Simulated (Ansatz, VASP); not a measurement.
One calculation of C, two programs

```
C
1.0
     2.48058    0.00000    0.00000
    -1.24029    2.14824    0.00000
     0.00000    0.00000   10.14614
C
10
Direct
  0.33333 0.66667 0.12481
  0.33333 0.66667 0.52516
  0.66667 0.33333 0.72516
  0.00000 0.00000 0.92499
  0.66667 0.33333 0.32486
  0.33333 0.66667 0.67514
  0.00000 0.00000 0.07501
  0.66667 0.33333 0.87519
  0.33333 0.66667 0.27484
  0.66667 0.33333 0.47484
```

Alike in both runs: task single point; functional PBE; k mesh 6 × 6 × 2; occupations gaussian, width 0.1 eV; no spin polarisation.

|  | VASP | Ansatz |
| --- | --- | --- |
| version | VASP 6.6.1 | Ansatz 0.2.0 |
| potentials or method | VASP PAW PBE potentials, release 64 (C), cutoff 600 eV | scalar-relativistic, plane waves, PAW |
| valence electrons in the cell | 40 | 40 |

|  | VASP | Ansatz | Ansatz less VASP |
| --- | --- | --- | --- |
| gap on the k mesh at the Fermi level (eV) | 4.48 | 4.49 | +0.006 |
| least direct gap on the mesh (eV) | 5.33 | 5.34 | +0.008 |
| pressure (GPa) | 25.5 | 25.3 | -0.13 |
| traceless stress, the component that is largest in VASP (GPa) | 5.43 | 5.42 | -0.008 |
| rms of the force components (eV/Å) | 0.126 | 0.126 | -0.0003 |

Atom by atom the forces differ by 0.001 eV/Å (rms over components). The functional is the same, so the differences come from potentials, cutoffs and numerics.

The k mesh is coarse, so the values compare programs but aren't converged.
